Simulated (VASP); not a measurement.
Wanted: the native input for a VASP 6.6.1 run.

| Quantity | Value |
| --- | --- |
| Task | single point |
| Functional | PBE |
| Potentials or basis | VASP PAW PBE potentials, release 64 (Mg) |
| Cutoff | 520 eV |
| k mesh | 12 × 12 × 7 |
| Occupations | fermi-dirac, width 0.08 eV |
| Spin | no spin polarisation |
| Dipole correction | no |
| Further INCAR settings | ALGO = Normal; EDIFF = 1e-06; NBANDS = 9 |

The structure of Mg lies in POSCAR:

```
Mg
1.0
    3.2092715325      0.0000000000      0.0000000000
   -1.6046357662      2.7793106748      0.0000000000
    0.0000000000      0.0000000000      5.3145366000
Mg
2
Direct
    0.3333333333      0.6666666667      0.2500000000
    0.6666666667      0.3333333333      0.7500000000
```

This cell differs from its parent crystal: zz strain of +2 %.

One way to write it, as run:

INCAR

```
SYSTEM = Mg
PREC = Accurate
ENCUT = 520
EDIFF = 1E-6
ISMEAR = -1
SIGMA = 0.08
LREAL = .FALSE.
LASPH = .TRUE.
NELM = 60
ALGO = Normal
ISIF = 2
LWAVE = .FALSE.
LCHARG = .TRUE.
GGA = PE
LELF = .TRUE.
LVHAR = .TRUE.
NBANDS = 9
```

KPOINTS

```
regular mesh
0
G
  12 12 7
  0 0 0
```

Potentials or basis: VASP PAW PBE potentials, release 64 (Mg).

The run is started by

```sh
$ cat potpaw_PBE.64/Mg/POTCAR > POTCAR
$ mpirun -np 1 vasp_std > vasp.out
```

Results of the run:

- Pressure: -1.2 GPa
- Band gap on the k mesh: zero (bands 2 and 3 overlap by 2.46 eV)

Caveat: the cell differs from its parent crystal (zz strain of +2 %).

Wall time 12 s on 1 thread of Intel(R) Xeon(R) Platinum 8375C CPU @ 2.90GHz (Ice Lake) (shared host), peak memory 0.17 GiB.
